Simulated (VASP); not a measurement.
# Au in VASP: notebook, part 3 of 3

VASP 6.6.1. The steps go on from the part before.

## (6) Single point, PBE

The input, INCAR:

```
SYSTEM = Au
PREC = Accurate ; ENCUT = 520
EDIFF = 1E-6 ; ISMEAR = -1
SIGMA = 0.02 ; LREAL = .False.
LASPH = .True. ; NELM = 60
ALGO = Normal ; ISIF = 2
LWAVE = .False. ; LCHARG = .False.
GGA = PE ; NBANDS = 12
```

The input, KPOINTS:

```
regular mesh
0
Gamma
  4 4 4
  0 0 0
```

The input, POSCAR:

```
Au
1.0
    0.0000000000      2.0350000000      2.0350000000
    2.0350000000      0.0000000000      2.0350000000
    2.0350000000      2.0350000000      0.0000000000
Au
1
Direct
    0.0000000000      0.0000000000      0.0000000000
```

Potentials or basis: VASP PAW PBE potentials, release 64 (Au).

Run with:

```sh
$ cat potpaw_PBE.64/Au/POTCAR > POTCAR
$ mpirun -np 1 vasp_std > vasp.out
```

OUTCAR:

```text
SYSTEM = Au
   PREC = Accurate
   ENCUT = 520
   EDIFF = 1E-6
   ISMEAR = -1
   LREAL = .False.
   LASPH = .True.
   NELM = 60
   ISIF = 2
   GGA = PE

 ion  position               nearest neighbor table
   1  0.000  0.000  0.000-

  LATTYP: Found a face centered cubic cell.
 ALAT       =     4.0700000000

  Lattice vectors:

 A1 = (   0.0000000000,   2.0350000000,   2.0350000000)
 A2 = (   2.0350000000,   0.0000000000,   2.0350000000)
 A3 = (   2.0350000000,   2.0350000000,   0.0000000000)

Analysis of symmetry for initial positions (statically):
=====================================================================
 Subroutine PRICEL returns:
 Original cell was already a primitive cell.

 Routine SETGRP: Setting up the symmetry group for a
 face centered cubic supercell.

 Subroutine GETGRP returns: Found 48 space group operations
[... 9 lines left out ...]

 Routine SETGRP: Setting up the symmetry group for a
 face centered cubic supercell.

 Subroutine GETGRP returns: Found 48 space group operations
[... 11 lines left out ...]
                                     Primitive cell

  volume of cell :      16.8548

  direct lattice vectors                    reciprocal lattice vectors
     0.000000000  2.035000000  2.035000000    -0.245700246  0.245700246  0.245700246
     2.035000000  0.000000000  2.035000000     0.245700246 -0.245700246  0.245700246
     2.035000000  2.035000000  0.000000000     0.245700246  0.245700246 -0.245700246

  length of vectors
     2.877924599  2.877924599  2.877924599     0.425565309  0.425565309  0.425565309

  position of ions in fractional coordinates (direct lattice)
     0.000000000  0.000000000  0.000000000

  ion indices of the primitive-cell ions
   primitive index   ion index
                 1           1

----------------------------------------------------------------------------------------

 KPOINTS: regular mesh

Automatic generation of k-mesh.
 Grid dimensions read from file:
 generate k-points for:    4    4    4

 Generating k-lattice:

  Cartesian coordinates                     Fractional coordinates (reciprocal lattice)
    -0.061425061  0.061425061  0.061425061     0.250000000  0.000000000  0.000000000
     0.061425061 -0.061425061  0.061425061     0.000000000  0.250000000  0.000000000
     0.061425061  0.061425061 -0.061425061     0.000000000  0.000000000  0.250000000

  Length of vectors
     0.106391327  0.106391327  0.106391327

  Shift w.r.t. Gamma in fractional coordinates (k-lattice)
     0.000000000  0.000000000  0.000000000

 Subroutine IBZKPT returns following result:
 ===========================================

 Found      8 irreducible k-points:

 Following reciprocal coordinates:
            Coordinates               Weight
  0.000000  0.000000  0.000000      1.000000
  0.250000  0.000000  0.000000      8.000000
  0.500000  0.000000  0.000000      4.000000
  0.250000  0.250000  0.000000      6.000000
  0.500000  0.250000  0.000000     24.000000
 -0.250000  0.250000  0.000000     12.000000
  0.500000  0.500000  0.000000      3.000000
 -0.250000  0.500000  0.250000      6.000000
   k-points           NKPTS =      8   k-points in BZ     NKDIM =      8   number of bands    NBANDS=     12
   number of dos      NEDOS =    301   number of ions     NIONS =      1
   total plane-waves  NPLWV =  13824
   dimension x,y,z NGX =    24 NGY =   24 NGZ =   24
   dimension x,y,z NGXF=    48 NGYF=   48 NGZF=   48
   ions per type =               1
   NGX,Y,Z   is equivalent  to a cutoff of  13.86, 13.86, 13.86 a.u.
   NGXF,Y,Z  is equivalent  to a cutoff of  27.73, 27.73, 27.73 a.u.
 SYSTEM =  Au
   PREC   = accura    normal or accurate (medium, high low for compatibility)
   ISTART =      0    job   : 0-new  1-cont  2-samecut
   ICHARG =      2    charge: 1-file 2-atom 10-const
   ISPIN  =      1    spin polarized calculation?
   LNONCOLLINEAR =      F non collinear calculations
   LSORBIT =      F    spin-orbit coupling
   LASPH  =      T    aspherical Exc in radial PAW
   ENCUT  =  520.0 eV  38.22 Ry    6.18 a.u.   5.35  5.35  5.35*2*pi/ulx,y,z
   NELM   =     60;   NELMIN=  2; NELMDL= -5     # of ELM steps
   EDIFF  = 0.1E-05   stopping-criterion for ELM
   LREAL  =      F    real-space projection
   EDIFFG = 0.1E-04   stopping-criterion for IOM
   NSW    =      0    number of steps for IOM
   IBRION =     -1    ionic relax: 0-MD 1-quasi-New 2-CG
   NFREE  =      0    steps in history (QN), initial steepest desc. (CG)
   ISIF   =      2    stress and relaxation
   ISYM   =      2    0-nonsym 1-usesym 2-fastsym
   POTIM  = 0.5000    time-step for ionic-motion
   TEBEG  =    0.0;   TEEND  =   0.0 temperature during run
   PSTRESS=    0.0 pullay stress
   NELECT =      11.0000    total number of electrons
   NUPDOWN=      -1.0000    fix difference up-down
   EMIN   =  10.00;   EMAX   =-10.00  energy-range for DOS
   EFERMI =   0.00;   METHOD = LEGACY
   ISMEAR =    -1;   SIGMA  =   0.02  broadening in eV -4-tet -1-fermi 0-gaus
   EFERMI_NEDOS =   21; number of points for ismear=-14 and -15
   IALGO  =     38    algorithm
   IMIX   =      4    mixing-type and parameters
     AMIX     =   0.40;   BMIX     =  1.00
     AMIX_MAG =   1.60;   BMIX_MAG =  1.00
  volume/ion in A,a.u.               =      16.85       113.74
  Fermi-wavevector in a.u.,A,eV,Ry     =   1.420032  2.683470 27.436005  2.016489
  Thomas-Fermi vector in A             =   2.540990
   LORBIT       =      0    0 simple, 1 ext, 2 COOP (PROOUT), +10 PAW based schemes
   GGA     = PE    functional components
   LHFCALC =     F    Hartree Fock is set to
   AEXX    =    0.0000 exact exchange contribution
   IVDW    =     0    specifies the selected vdW correction
   LEPSILON=     F    determine dielectric tensor
   LRPA    =     F    only Hartree local field effects (RPA)
 non-spin polarized calculation
  energy-cutoff  :      520.00
  volume of cell :       16.85
 maximum number of plane-waves:       465
 NGX is ok and might be reduce to    24

 number of electron      10.9999999 magnetization

 Free energy of the ion-electron system (eV)
  ---------------------------------------------------
  ext. energy  EPLUGINS =         0.00000000
  ---------------------------------------------------
  free energy    TOTEN  =        -2.97267820 eV

  energy without entropy =       -2.97045276  energy(sigma->0) =       -2.97156548

 E-fermi :  10.6206     XC(G=0): -12.7864

 val. band max:        9.3789042284   @ k =  -0.2500   0.2500   0.0000
 cond. band min:      10.6487191065   @ k =   0.5000   0.5000   0.0000
 fundamental gap:      1.2698148781
 Fermi energy:        10.6205991551

 k-point     1 :       0.0000    0.0000    0.0000
  band No.  band energies     occupation
      1      -0.3152      2.00000
      2       4.8999      2.00000
      3       4.8999      2.00000
      4       4.8999      2.00000
      5       6.4473      2.00000
      6       6.4473      2.00000
      7      24.1620      0.00000
      8      28.2324      0.00000
      9      28.2324      0.00000
     10      28.2324      0.00000
     11      33.1648      0.00000
     12      37.9315      0.00000

 k-point     2 :       0.2500    0.0000    0.0000
  band No.  band energies     occupation
      1       1.4990      2.00000
      2       4.7637      2.00000
      3       5.1844      2.00000
      4       5.1844      2.00000
      5       6.6127      2.00000
      6       6.6127      2.00000
      7      20.9064      0.00000
      8      25.2614      0.00000
      9      29.7486      0.00000
     10      29.7486      0.00000
     11      31.4922      0.00000
     12      32.7721      0.00000
[... 61 lines left out ...]
 k-point     7 :       0.5000    0.5000    0.0000
  band No.  band energies     occupation
      1       2.4873      2.00000
      2       2.8039      2.00000
      3       7.6256      2.00000
      4       7.9964      2.00000
      5       7.9964      2.00000
      6      10.6487      0.39373
      7      15.5214      0.00000
      8      19.7008      0.00000
      9      19.7008      0.00000
     10      26.9877      0.00000
     11      29.6233      0.00000
     12      37.1923      0.00000

 k-point     8 :      -0.2500    0.5000    0.2500
  band No.  band energies     occupation
      1       3.6047      2.00000
      2       4.4225      2.00000
      3       4.4225      2.00000
      4       6.2894      2.00000
      5       7.9985      2.00000
      6      14.4418      0.00000
      7      15.9994      0.00000
      8      15.9994      0.00000
      9      19.1563      0.00000
     10      32.4061      0.00000
     11      32.4061      0.00000
     12      34.1417      0.00000

------------------------ aborting loop because EDIFF is reached ----------------------------------------

  FORCE on cell =-STRESS in cart. coord.  units (eV):
  Direction    XX          YY          ZZ          XY          YZ          ZX
  --------------------------------------------------------------------------------------
  -------------------------------------------------------------------------------------
  Total        1.3359486      1.3359486      1.3359486     -0.0000000      0.0000000      0.0000000
  in kB      126.9922147    126.9922147    126.9922147     -0.0000000      0.0000000      0.0000000
  external PRESSURE =     126.9922147 kB  Pullay stress =       0.0000000 kB

 VOLUME and BASIS-vectors are now :
 -----------------------------------------------------------------------------
  energy-cutoff  :      520.00
  volume of cell :       16.85
      direct lattice vectors                 reciprocal lattice vectors
     0.000000000  2.035000000  2.035000000    -0.245700246  0.245700246  0.245700246
     2.035000000  0.000000000  2.035000000     0.245700246 -0.245700246  0.245700246
     2.035000000  2.035000000  0.000000000     0.245700246  0.245700246 -0.245700246

 POSITION                                       TOTAL-FORCE (eV/Angst)
 -----------------------------------------------------------------------------------
      0.00000      0.00000      0.00000        -0.000000     -0.000000     -0.000000
 -----------------------------------------------------------------------------------
    total drift:                               -0.000000      0.000000     -0.000000

  FREE ENERGIE OF THE ION-ELECTRON SYSTEM (eV)
  ---------------------------------------------------
  free  energy   TOTEN  =        -2.9726781960 eV

  energy  without entropy=       -2.9704527640  energy(sigma->0) =       -2.97156548
```

OSZICAR:

```text
N       E                     dE             d eps       ncg     rms          rms(c)
DAV:   1     0.492446366642E+02    0.49245E+02   -0.56028E+03   192   0.830E+02
DAV:   2    -0.260891837538E+01   -0.51854E+02   -0.48254E+02   224   0.186E+02
DAV:   3    -0.323959664179E+01   -0.63068E+00   -0.63026E+00   240   0.204E+01
DAV:   4    -0.324159717102E+01   -0.20005E-02   -0.20004E-02   224   0.128E+00
DAV:   5    -0.324161153388E+01   -0.14363E-04   -0.14362E-04   224   0.106E-01    0.103E+01
DAV:   6    -0.299775288940E+01    0.24386E+00   -0.58849E-01   200   0.630E+00    0.638E+00
DAV:   7    -0.297534019294E+01    0.22413E-01   -0.86409E-02   208   0.241E+00    0.288E+00
DAV:   8    -0.297318253755E+01    0.21577E-02   -0.93557E-03   192   0.826E-01    0.692E-01
DAV:   9    -0.297268149581E+01    0.50104E-03   -0.11259E-03   208   0.277E-01    0.103E-01
DAV:  10    -0.297267788670E+01    0.36091E-05   -0.28601E-05   228   0.447E-02    0.129E-02
DAV:  11    -0.297267819605E+01   -0.30935E-06   -0.12017E-06   124   0.908E-03
   1 F= -.29726782E+01 E0= -.29715655E+01  d E =-.222543E-02
```

stdout:

```text
POSCAR found type information on POSCAR Au
 POSCAR found :  1 types and       1 ions
 scaLAPACK will be used
 LDA part: xc-table for (Slater+PW92), standard interpolation
 POSCAR, INCAR and KPOINTS ok, starting setup
 FFT: planning ... GRIDC
 FFT: planning ... GRID_SOFT
 FFT: planning ... GRID
 WAVECAR not read
 entering main loop
```

Run time: 1.8 s. Hardware: 1 thread of Intel Xeon 6975P-C (Granite Rapids), shared host; peak memory 0.13 GiB.

What came out:

| Item | Value |
| --- | --- |
| Free energy | -2.9727 eV |
| Pressure | 12.7 GPa |

Levels at points of the mesh, in eV from the Fermi level:
| k point | band 2 | band 3 | band 4 | band 5 | band 6 | band 7 | band 8 | band 9 | band 10 | band 11 |
| --- | --- | --- | --- | --- | --- | --- | --- | --- | --- | --- |
| (0.00, 0.00, 0.00) | -5.72 | -5.72 | -5.72 | -4.17 | -4.17 | 13.54 | 17.61 | 17.61 | 17.61 | 22.54 |
| (0.50, 0.00, 0.00) | -5.76 | -5.76 | -2.95 | -2.95 | -1.97 | 2.17 | 13.00 | 16.25 | 16.25 | 24.13 |
| (0.50, 0.50, 0.00) | -7.82 | -2.99 | -2.62 | -2.62 | 0.03 | 4.90 | 9.08 | 9.08 | 16.37 | 19.00 |

Caveat: the k points lie up to 0.67 Å⁻¹ apart; spin-orbit coupling is left out, which moves the levels of the heavy elements.

## (7) Summary

```tsv
task	level	potentials or basis	spin	U	cell	k mesh	cutoff (eV)	smearing	gap on the mesh (eV)	pressure (GPa)
single point	LDA	VASP PAW LDA potentials, release 64 (Au)	non-collinear, zero start, SOC	-	a = 2.878 Å, angles 60.0°, 1 atom	11 × 11 × 11	520	fermi-dirac 0.05 eV	-	-3.8
relaxation of cell and atoms	r2SCAN+rVV10	VASP PAW PBE potentials, release 64 (Au)	off	-	relaxed from a = 2.878 Å, angles 60.0°, 1 atom	11 × 11 × 11	600	fermi-dirac 0.05 eV	none	0.0
single point	r2SCAN+U	VASP PAW PBE potentials, release 64 (Au)	off	Au d U = 5.0 eV	a = 2.909, b = 2.897, c = 2.869 Å, angles 59.6, 59.5, 59.0°, 1 atom	11 × 11 × 11	520	tetrahedron	none	4.2
single point	PBE	VASP PAW PBE potentials, release 64 (Au)	off	-	a = 2.878 Å, angles 60.0°, 1 atom	11 × 11 × 11	520	gaussian 0.028 eV	none	10.6
single point	PBE	VASP PAW PBE potentials, release 64 (Au)	off	-	a = 2.878 Å, angles 60.0°, 1 atom	4 × 4 × 4	520	fermi-dirac 0.02 eV	none	12.7
```

Caveats: some runs use coarse meshes; spin-orbit coupling is left out, which moves the levels of the heavy elements (some runs); the PAW data sets were made with another functional, which shifts forces and pressure a little (some runs); U without spin polarisation on a metal has little footing (some runs); the U is typed as a test and isn't derived for this compound (some runs).

Total energies depend on the potentials used, so only differences within one code and one set of settings carry meaning.
